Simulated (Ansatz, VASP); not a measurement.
Se: VASP beside Ansatz

```
Se
1.0
     5.58778    0.00000    0.00000
     0.00000    5.58778    0.00000
     0.00000    0.00000    5.58778
Se
8
Direct
  0.00000 0.00000 0.00000
  0.50000 0.50000 0.50000
  0.25000 0.00000 0.50000
  0.75000 0.00000 0.50000
  0.50000 0.25000 0.00000
  0.50000 0.75000 0.00000
  0.00000 0.50000 0.25000
  0.00000 0.50000 0.75000
```

Alike in both runs: task relaxation of cell and atoms; functional r2SCAN; k mesh 5 × 5 × 5; occupations fermi-dirac, width 0.1 eV; no spin polarisation.

|  | VASP | Ansatz |
| --- | --- | --- |
| version | VASP 6.6.1 | Ansatz 0.2.0 |
| potentials or method | VASP PAW PBE potentials, release 64 (Se), cutoff 600 eV | plane waves (500 eV) with PAW, scalar-relativistic |
| valence electrons in the cell | 48 | 128 |

```csv
,VASP,Ansatz,Ansatz less VASP
relaxed volume (Å³/atom),20.80,20.83,+0.032
relaxed length of the cell vector where the two differ most in proportion (Å),5.500,5.503,+0.0028
```

VASP's potentials were made for PBE, not for r2SCAN. VASP's potentials hold 48 valence electrons a cell and Ansatz's 128, so a difference there can come from the potentials and not from the codes.
